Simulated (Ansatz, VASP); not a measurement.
## One calculation of BaF2, two programs

File POSCAR:

```
BaF2
1.0
    0.0000000000      3.0971637718      3.0971637718
    3.0971637718      0.0000000000      3.0971637718
    3.0971637718      3.0971637718      0.0000000000
Ba F
1 2
Direct
    0.0000000000      0.0000000000      0.0000000000
    0.2500000000      0.2500000000      0.2500000000
    0.7500000000      0.7500000000      0.7500000000
```

Contents of INCAR.step1:

```
ALGO = Normal
EDIFF = 1E-5
ENCUT = 520
GGA = PE
GGA_COMPAT = F
ISIF = 2
ISMEAR = 0
LASPH = T
LCHARG = F
LREAL = F
LWAVE = T
NBANDS = 19
NELM = 120
PREC = Accurate
SIGMA = 0.01
```

Contents of INCAR.step2:

```
AEXX = 1.0
AGGAC = 1.0
ALDAC = 1.0
ALGO = Normal
EDIFF = 1E-6
ENCUT = 520
GGA = PE
GGA_COMPAT = F
HFSCREEN = 0.1
ISIF = 2
ISMEAR = 0
ISTART = 1
LASPH = T
LCHARG = F
LHFCALC = T
LREAL = F
LWAVE = F
NBANDS = 19
NELM = 120
PREC = Accurate
PRECFOCK = Normal
SIGMA = 0.01
```

The input KPOINTS:

```
k-points
0
Gamma
  4 4 4
```

Input for Ansatz:

```yaml
crystal:
  lattice:
    - [0.0, 3.0971637718, 3.0971637718]
    - [3.0971637718, 0.0, 3.0971637718]
    - [3.0971637718, 3.0971637718, 0.0]
  atoms:
    - { symbol: Ba, position: [0.0, 0.0, 0.0] }
    - { symbol: F, position: [0.25, 0.25, 0.25] }
    - { symbol: F, position: [0.75, 0.75, 0.75] }
kpoints:
  mp_grid: { grid: [4, 4, 4] }
hamiltonian:
  xc: { exchange: pbe, correlation: pbe, exx: { coeff: 1.0, omega: 0.1 } }
scf:
  occupations: { method: fixed }
  n_extra_bands: 4
output:
  forces: true
  stress: true
  eigenvalues: true
```

Alike in both runs: task single point; functional PBE-based screened hybrid; k mesh 4 × 4 × 4; no spin polarisation.

|  | VASP | Ansatz |
| --- | --- | --- |
| version | VASP 6.6.1 | Ansatz 0.2.0 |
| potentials or method | VASP PAW PBE potentials, release 64 (Ba_sv, F) | plane waves |
| plane-wave cutoff (eV) | 520 | 420 |
| occupations | gaussian, width 0.01 eV | fixed |
| valence electrons in the cell | 24 | 24 |

```tsv
	VASP	Ansatz	Ansatz less VASP
gap on the k mesh at the Fermi level (eV)	16.44	16.50	+0.064
pressure (GPa)	-2.1	-2.8	-0.65
```

VASP's potentials were made for PBE, not for PBE-based screened hybrid. Ansatz's warnings: stress exchange threshold loose, stress scf threshold loose.

The k mesh is coarse, so the values compare programs but aren't converged. Spin-orbit coupling is off throughout.
